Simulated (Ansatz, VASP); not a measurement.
# One calculation of MgO, two programs

```
Mg O
1.0
     3.47722    0.00000    0.00000
    -1.73861    3.01136    0.00000
     0.00000    0.00000    4.65564
Mg O
2 2
Direct
  0.33333 0.66667 0.01608
  0.66667 0.33333 0.51608
  0.33333 0.66667 0.39828
  0.66667 0.33333 0.89828
```

Alike in both runs: task single point; functional PBE; k mesh 9 × 9 × 6; occupations gaussian, width 0.05 eV; no spin polarisation.

|  | VASP | Ansatz |
| --- | --- | --- |
| version | VASP 6.6.1 | Ansatz 0.2.0 |
| potentials or method | VASP PAW PBE potentials, release 64 (Mg, O), cutoff 520 eV | scalar-relativistic, plane waves, PAW |
| valence electrons in the cell | 16 | 32 |

VASP gave:

* gap on the k mesh at the Fermi level (eV): 3.25
* least direct gap on the mesh (eV): 3.25
* pressure (GPa): 4.6
* traceless stress, the component that is largest in VASP (GPa): 27.28
* rms of the force components (eV/Å): 1.714

Estimate Ansatz's values.

gap on the k mesh at the Fermi level (eV): 3.27; least direct gap on the mesh (eV): 3.27; pressure (GPa): 4.9; traceless stress, the component that is largest in VASP (GPa): 26.80; rms of the force components (eV/Å): 1.684.

Atom by atom the forces differ by 0.030 eV/Å (rms over components). With one functional, cell and mesh, what is left measures potentials, basis and numerics. VASP's potentials hold 16 valence electrons a cell and Ansatz's 32, so a difference there can come from the potentials and not from the codes.
